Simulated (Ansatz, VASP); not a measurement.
FeBi: VASP beside Ansatz

```xyz
2
Lattice="0.0000 2.8316 2.8316 2.8316 0.0000 2.8316 2.8316 2.8316 0.0000" Properties=species:S:1:pos:R:3 pbc="T T T"
Fe    2.8316    2.8316    2.8316
Bi    0.0000    0.0000    0.0000
```

Alike in both runs: task single point; functional PBE; k mesh 10 × 10 × 10; occupations gaussian, width 0.05 eV; collinear spin.

|  | VASP | Ansatz |
| --- | --- | --- |
| version | VASP 6.6.1 | Ansatz 0.2.0 |
| potentials or method | VASP PAW PBE potentials, release 64 (Fe, Bi_d), cutoff 520 eV | scalar-relativistic, plane waves, PAW |
| valence electrons in the cell | 23 | 31 |

```tsv
	VASP	Ansatz	Ansatz less VASP
gap on the k mesh at the Fermi level (eV)	none	none	-
pressure (GPa)	-2.6	-2.2	+0.38
net moment per atom (μB)	1.35	1.33	-0.013
size of the moment on the site where the two differ most (μB)	0.08	0.06	-0.020
```

Site moments also hang on the region over which each program counts them. A gap of «none» marks a metal or a gap that the smearing closes. VASP's potentials hold 23 valence electrons a cell and Ansatz's 31, so a difference there can come from the potentials and not from the codes.

Neither program's run includes spin-orbit coupling.
